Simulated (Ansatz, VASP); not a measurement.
**Sc: VASP beside Ansatz**

POSCAR

```
Sc
1.0
    3.3280716152      0.0000000000      0.0000000000
   -1.6640358076      2.8821945644      0.0000000000
    0.0000000000      0.0000000000      5.2121495536
Sc
2
Direct
    0.3333333333      0.6666666667      0.2500000000
    0.6666666667      0.3333333333      0.7500000000
```

The input INCAR.step1:

```
ALGO = Normal ; EDIFF = 1E-4
ENCUT = 520 ; GGA = PE
ISMEAR = -1 ; LASPH = T
LCHARG = F ; LREAL = F
LWAVE = T ; NBANDS = 18
NELM = 100 ; PREC = Accurate
SIGMA = 0.3
```

The input INCAR.step2:

```
ALGO = Normal ; EDIFF = 1E-6
ENCUT = 520 ; ISIF = 2
ISMEAR = -1 ; ISTART = 1
LASPH = T ; LCHARG = F
LMIXTAU = T ; LREAL = F
LWAVE = F ; METAGGA = R2SCAN
NBANDS = 18 ; NELM = 100
PREC = Accurate ; SIGMA = 0.3
```

The input KPOINTS:

```
k-points
0
Gamma
  11 11 6
```

Input for Ansatz:

```yaml
crystal:
  lattice:
    - [3.3280716152, 0.0, 0.0]
    - [-1.6640358076, 2.8821945644, 0.0]
    - [0.0, 0.0, 5.2121495536]
  atoms:
    - { symbol: Sc, position: [0.3333333333, 0.6666666667, 0.25] }
    - { symbol: Sc, position: [0.6666666667, 0.3333333333, 0.75] }
hamiltonian:
  xc: r2scan
  pseudopotentials:
    kind: paw
    azcp:
      Sc: "pseudopotentials/Sc.paw.azcp"
basis:
  ecutwfc: 500
  fft_grid_basis: typed
kpoints:
  mp_grid: { grid: [11, 11, 6], shift: [0, 0, 0] }
magnetization:
  spin_polarized: false
scf:
  occupations: { method: fermi_dirac, width: 0.3 }
  lower_state_search: "off"
output:
  stress: true
```

Alike in both runs: task single point; functional r2SCAN; k mesh 11 × 11 × 6; occupations fermi-dirac, width 0.3 eV; no spin polarisation.

```csv
,VASP,Ansatz
version,VASP 6.6.1,Ansatz 0.2.0
potentials or method,"VASP PAW PBE potentials, release 64 (Sc_sv), cutoff 520 eV","plane waves (500 eV) with PAW, scalar-relativistic"
valence electrons in the cell,22,22
```

|  | VASP | Ansatz | Ansatz less VASP |
| --- | --- | --- | --- |
| pressure (GPa) | 1.1 | 0.9 | -0.20 |
| traceless stress, the component that is largest in VASP (GPa) | 0.67 | 0.66 | -0.007 |

VASP's potentials were made for PBE, not for r2SCAN. The functional is the same, so the differences come from potentials, cutoffs and numerics.
